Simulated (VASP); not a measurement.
The system is Ag.

```xyz
1
Lattice="0.0000 2.0427 2.0427 2.0427 0.0000 2.0427 2.0427 2.0427 0.0000" Properties=species:S:1:pos:R:3 pbc="T T T"
Ag    0.0000    0.0000    0.0000
```

- Program: VASP 6.6.1
- Task: relaxation of cell and atoms
- Functional: PBEsol
- Potentials or basis: VASP PAW PBE potentials, release 64 (Ag)
- Cutoff: 600 eV
- k mesh: 18 × 18 × 18
- Occupations: gaussian, width 0.1 eV
- Spin: no spin polarisation

At the start: pressure -2.8 GPa; volume 17.05 Å³/atom.

**Question.** How do energy, volume and symmetry change on relaxing?

**Answer.** Over 3 steps the energy falls by 3.7 meV/atom and the volume is 16.63 Å³/atom (-2.4 %); space group Fm-3m (No. 225, to 0.05 Å).

The path:
| step | energy change (eV) | largest force (eV/Å) | pressure (GPa) | volume (Å³) |
| --- | --- | --- | --- | --- |
| 1 | 0.0000 | 0.0000 | -2.78 | 17.05 |
| 2 | -0.0016 | 0.0000 | 2.33 | 16.33 |
| 3 | -0.0037 | 0.0000 | -0.01 | 16.63 |

Final structure:
```
CELL_PARAMETERS angstrom
0.00000 2.02593 2.02593
2.02593 0.00000 2.02593
2.02593 2.02593 0.00000
ATOMIC_POSITIONS crystal
Ag 0.00000 0.00000 0.00000
```

Caveat: the PAW data sets were made with another functional, which shifts forces and pressure a little.
